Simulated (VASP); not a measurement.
Something may be wrong with this VASP 6.6.1 calculation of Se.

INCAR

```
SYSTEM = Se
ALGO     = Normal         ! electronic algorithm
EDIFF    = 1E-6           ! SCF threshold, eV
EDIFFG   = -0.01          ! ionic threshold
EFERMI   = MIDGAP       
ENCUT    = 270            ! plane-wave cutoff, eV
GGA_COMPAT= .FALSE.      
IBRION   = 2              ! ionic algorithm
ISIF     = 2              ! what is computed and relaxed
ISMEAR   = -5             ! smearing method
LASPH    = .TRUE.         ! aspherical terms in the spheres
LCHARG   = .FALSE.        ! write CHGCAR
LMIXTAU  = .TRUE.       
LREAL    = .FALSE.        ! projectors in reciprocal space
LWAVE    = .FALSE.        ! write WAVECAR
METAGGA  = RSCAN          ! meta-GGA
NELM     = 74             ! most SCF steps
NELMIN   = 4            
NSW      = 30             ! ionic steps
PREC     = Accurate       ! precision mode
SIGMA    = 0.03           ! smearing width, eV
```

File KPOINTS:

```
Automatic mesh
0
Gamma
  1 1 1
  0 0 0
```

Contents of POSCAR:

```
Se
1.0
    4.3662000000      0.0000000000      0.0000000000
   -2.1831000000      3.7812401180      0.0000000000
    0.0000000000      0.0000000000      4.9536000000
Se
3
Direct
    0.7475690000      0.7477340000     -0.0064050000
    0.0079800000      0.2465540000      0.6646900000
    0.2205800000     -0.0014050000      0.3385650000
```

Potentials or basis: VASP PAW PBE potentials, release 64 (Se).

Launch:

```bash
$ cat potpaw_PBE.64/Se/POTCAR > POTCAR
$ mpirun -np 4 vasp_std > vasp.out
```

OUTCAR:

```text
SYSTEM = Se
   EDIFF = 1E-6
   EDIFFG = -0.01
   EFERMI = MIDGAP
   ENCUT = 270
   IBRION = 2
   ISIF = 2
   ISMEAR = -5
   LASPH = .TRUE.
   LREAL = .FALSE.
   METAGGA = RSCAN
   NELM = 74
   NELMIN = 4
   NSW = 30
   PREC = Accurate

|       ---->  I REFUSE TO CONTINUE WITH THIS SICK JOB ... BYE!!! <----       |
|                                                                             |
 -----------------------------------------------------------------------------
```

On the terminal:

```text
POSCAR found type information on POSCAR Se
 POSCAR found :  1 types and       3 ions
 scaLAPACK will be used
[... 26 lines left out ...]
1
1
1
```

Task: How did it end, and where is the flaw?

Result: The input was rejected before any iteration. The input holds a flaw that was put in on purpose: tetrahedra on too few k points (ISMEAR = -5; KPAR = left out; k = 1 × 1 × 1).
